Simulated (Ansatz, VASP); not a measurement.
## One calculation of MgO, two programs

```
CELL_PARAMETERS angstrom
0.00000 2.12722 2.12722
2.12722 0.00000 2.12722
2.12722 2.12722 0.00000
ATOMIC_POSITIONS crystal
Mg 0.00000 0.00000 0.00000
O 0.50000 0.50000 0.50000
```

Alike in both runs: functional PBE; k mesh 10 × 10 × 10; occupations gaussian, width 0.02 eV; no spin polarisation.

Ansatz relaxed the structure, and its values are those at the end. VASP's run is a single point on that final structure, the one shown.

```csv
,VASP,Ansatz
version,VASP 6.6.1,Ansatz 0.2.0
potentials or method,"VASP PAW PBE potentials, release 64 (Mg, O), cutoff 600 eV","scalar-relativistic, plane waves, PAW"
valence electrons in the cell,8,16
```

VASP gave:

| Property | Result |
| --- | --- |
| gap on the k mesh at the Fermi level (eV) | 4.44 |
| least direct gap on the mesh (eV) | 4.44 |
| pressure (GPa) | -1.1 |

Problem. What did Ansatz give for the same quantities?

Solution. gap on the k mesh at the Fermi level (eV): 4.46; least direct gap on the mesh (eV): 4.46; pressure (GPa): 0.0.

VASP's potentials hold 8 valence electrons a cell and Ansatz's 16, so a difference there can come from the potentials and not from the codes.
